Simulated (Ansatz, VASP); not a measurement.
# One calculation of Hf4N, two programs

```
Hf N
1.0
    -2.24674    2.24674    4.59963
     2.24674   -2.24674    4.59963
     2.24674    2.24674   -4.59963
Hf N
4 1
Direct
  0.00000 0.50000 0.50000
  0.50000 0.00000 0.50000
  0.24132 0.24132 0.00000
  0.75868 0.75868 0.00000
  0.00000 0.00000 0.00000
```

Alike in both runs: functional PBE; k mesh 12 × 12 × 12; occupations gaussian, width 0.1 eV; no spin polarisation.

Ansatz relaxed the structure, and its values are those at the end. VASP's run is a single point on that final structure, the one shown.

|  | VASP | Ansatz |
| --- | --- | --- |
| version | VASP 6.6.1 | Ansatz 0.2.0 |
| potentials or method | VASP PAW PBE potentials, release 64 (Hf_pv, N), cutoff 520 eV | scalar-relativistic, plane waves, PAW |
| valence electrons in the cell | 45 | 109 |

Ansatz gave:

| Item | Value |
| --- | --- |
| gap on the k mesh at the Fermi level (eV) | none |
| pressure (GPa) | 0.0 |
| rms of the force components (eV/Å) | 0.001 |

Task: What did VASP give for the same quantities?

Result: gap on the k mesh at the Fermi level (eV): none; pressure (GPa): -0.8; rms of the force components (eV/Å): 0.027.

A gap of «none» marks a metal or a gap that the smearing closes. The functional is the same, so the differences come from potentials, cutoffs and numerics. VASP's potentials hold 45 valence electrons a cell and Ansatz's 109, so a difference there can come from the potentials and not from the codes.

Spin-orbit coupling is off throughout.
